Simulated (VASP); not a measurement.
**B: single point with PBE**

Crystal: B.

```
CELL_PARAMETERS angstrom
1.05665 -2.79503 0.00000
1.05665 2.79503 0.00000
0.00000 0.00000 6.88507
ATOMIC_POSITIONS crystal
B 0.00000 0.50000 0.35654
B 0.50000 0.00000 0.64346
B 0.50000 0.00000 0.14346
B 0.00000 0.50000 0.85654
B 0.00000 0.00000 0.50000
B 0.50000 0.50000 0.00000
```

The cell was generated, and may not be a known phase.

```json
{
 "Program": "VASP 6.6.1",
 "Task": "single point",
 "Functional": "PBE",
 "Potentials or basis": "VASP PAW PBE potentials, release 64 (B)",
 "Cutoff": "520 eV",
 "k mesh": "6 × 6 × 4",
 "Occupations": "gaussian, width 0.1 eV",
 "Spin": "no spin polarisation",
 "Dipole correction": "no",
 "Further INCAR settings": "ALGO = Normal; EDIFF = 1e-06; NBANDS = 18"
}
```

```
Pressure               : 0.0 GPa
Largest force          : 0.006 eV/Å
Band gap on the k mesh : zero (bands 9 and 10 overlap by 5.88 eV)
```

Forces in eV/Å, atoms in the order of the input:
```
B    0.000  0.000 -0.006
B    0.000  0.000  0.006
B    0.000  0.000  0.006
B    0.000  0.000 -0.006
B    0.000  0.000  0.000
B    0.000  0.000  0.000
```

Stress tensor (GPa, compression positive):
```
-0.06  0.00  0.00
 0.00 -0.15  0.00
 0.00  0.00  0.22
```

Levels at points of the mesh, in eV from the Fermi level:
| k point | band 6 | band 7 | band 8 | band 9 | band 10 | band 11 |
| --- | --- | --- | --- | --- | --- | --- |
| (0.00, 0.00, 0.00) | -4.16 | -2.60 | 0.59 | 0.59 | 3.94 | 4.85 |
| (0.50, 0.00, 0.00) | -4.95 | -2.65 | -2.65 | -0.71 | -0.71 | -0.05 |
| (0.50, 0.50, 0.00) | -7.95 | -6.36 | -3.40 | -0.45 | 3.40 | 5.49 |
| (0.00, 0.00, 0.50) | -3.57 | -1.88 | -1.88 | 2.75 | 2.75 | 4.33 |
| (0.50, 0.00, 0.50) | -3.81 | -3.11 | -3.11 | -1.88 | -1.88 | 0.08 |
| (0.50, 0.50, 0.50) | -8.43 | -5.69 | -5.69 | 2.47 | 2.47 | 6.69 |

Wall time 16 s on 1 thread of AMD EPYC 9R45 96-Core Processor (Zen 5), on a shared host, peak memory 0.14 GiB.

Caveat: the k points lie up to 0.53 Å⁻¹ apart, too coarse for converged energies and pressures of a metal.
